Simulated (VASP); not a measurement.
Input of a VASP 6.6.1 run:

Contents of POSCAR:

```
Sn
1.0
   -1.8378122646      1.8378122646      1.8662320419
    1.8378122646     -1.8378122646      1.8662320419
    1.8378122646      1.8378122646     -1.8662320419
Sn
1
Direct
    0.0000000000      0.0000000000      0.0000000000
```

File INCAR.step1:

```
SYSTEM = Sn
ALGO = Normal
EDIFF = 1E-4
ENCUT = 520
GGA = PE
ISMEAR = 0
LASPH = .TRUE.
LCHARG = .FALSE.
LREAL = .FALSE.
LWAVE = .TRUE.
NBANDS = 13
NELM = 100
PREC = Accurate
SIGMA = 0.15
```

File INCAR.step2:

```
SYSTEM = Sn
ALGO = Normal
EDIFF = 1E-7
ENCUT = 520
ISIF = 2
ISMEAR = 0
ISTART = 1
LASPH = .TRUE.
LCHARG = .FALSE.
LMIXTAU = .TRUE.
LREAL = .FALSE.
LWAVE = .FALSE.
METAGGA = R2SCAN
NBANDS = 13
NELM = 100
PREC = Accurate
SIGMA = 0.15
```

Contents of KPOINTS:

```
k-points
0
G
  18 18 18
  0 0 0
```

Potentials or basis: VASP PAW PBE potentials, release 64 (Sn_d).

Launch:

```bash
$ cat potpaw_PBE.64/Sn_d/POTCAR > POTCAR
$ cp INCAR.step1 INCAR
$ mpirun -np 1 vasp_std > vasp.out
$ cp INCAR.step2 INCAR
$ mpirun -np 1 vasp_std > vasp.out
```

Problem. Estimate the band gap on the k mesh.

Solution. Zero (bands 7 and 8 overlap by 12.00 eV).

Problem. Estimate the pressure.

Solution. 4.1 GPa.

Stress tensor (GPa, compression positive):
```
3.96 0.00 0.00
0.00 3.96 0.00
0.00 0.00 4.51
```

Caveat: the cell differs from its parent crystal (strain -0.030 along x and y, -0.015 along z); the cell stands under pressure; the PAW data sets were made with another functional, which shifts forces and pressure a little; spin-orbit coupling is left out, which moves the levels of the heavy elements.
